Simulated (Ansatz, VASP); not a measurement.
# One calculation of In2Au, two programs

INCAR

```
SYSTEM = In2Au
ALGO = Normal
EDIFF = 1E-6
ENCUT = 520
ISIF = 2
ISMEAR = -1
LASPH = .True.
LCHARG = .True.
LELF = .True.
LREAL = .False.
LVHAR = .True.
LWAVE = .False.
NBANDS = 26
NELM = 80
PREC = Accurate
SIGMA = 0.05
```

The input KPOINTS:

```
k-points
0
Gamma
  10 10 10
  0 0 0
```

The input POSCAR:

```
In2Au
1.0
    0.0000000000      3.1859800000      3.2510000000
    3.1859800000      0.0000000000      3.2510000000
    3.1859800000      3.1859800000      0.0000000000
In Au
2 1
Direct
    0.2500000000      0.2500000000      0.2500000000
    0.7500000000      0.7500000000      0.7500000000
    0.0000000000      0.0000000000      0.0000000000
```

Input for Ansatz:

```yaml
crystal:
  lattice:
    - [0.0, 3.18598, 3.251]
    - [3.18598, 0.0, 3.251]
    - [3.18598, 3.18598, 0.0]
  atoms:
    - { symbol: In, position: [0.25, 0.25, 0.25] }
    - { symbol: In, position: [0.75, 0.75, 0.75] }
    - { symbol: Au, position: [0.0, 0.0, 0.0] }
kpoints:
  mp_grid: { grid: [10, 10, 10] }
  band_path:
    path:
      - [0.0, 0.0, 0.0]
      - [0.0, 0.5, 0.5]
      - [0.25, 0.75, 0.5]
      - [0.0, 0.5, 0.0]
      - [0.0, 0.0, 0.0]
      - [0.5, 0.5, 0.0]
      - [0.37005, 0.62995, 0.0]
      - [-0.37005, 0.37005, 0.0]
      - [0.0, 0.0, 0.0]
    npoints: 5
scf:
  occupations: { method: fermi_dirac, width: 0.05 }
hamiltonian:
  xc: lda
  pseudopotentials: { kind: all_electron, lapw: { basis_error: 0.0005 } }
output:
  forces: true
  stress: true
  eigenvalues: true
```

Change from the starting cell: equal xx and yy strain of -2 %.

Alike in both runs: task single point; functional LDA; k mesh 10 × 10 × 10; occupations fermi-dirac, width 0.05 eV; no spin polarisation.

|  | VASP | Ansatz |
| --- | --- | --- |
| version | VASP 6.6.1 | Ansatz 0.2.0 |
| potentials or method | VASP PAW LDA potentials, release 64 (In_d, Au), cutoff 520 eV | all-electron LAPW, scalar-relativistic |

Ansatz gave:

```
pressure (GPa)                                                : 1.8
traceless stress, the component that is largest in VASP (GPa) : -0.44
```

Task: Which values does VASP return?

Result: Pressure (GPa): 2.0; traceless stress, the component that is largest in VASP (GPa): -0.46.

LDA's correlation is that of Perdew and Zunger in VASP and of Perdew and Wang (1992) in Ansatz. Ansatz ran all-electron here, and VASP with PAW potentials.

Spin-orbit coupling is off throughout.
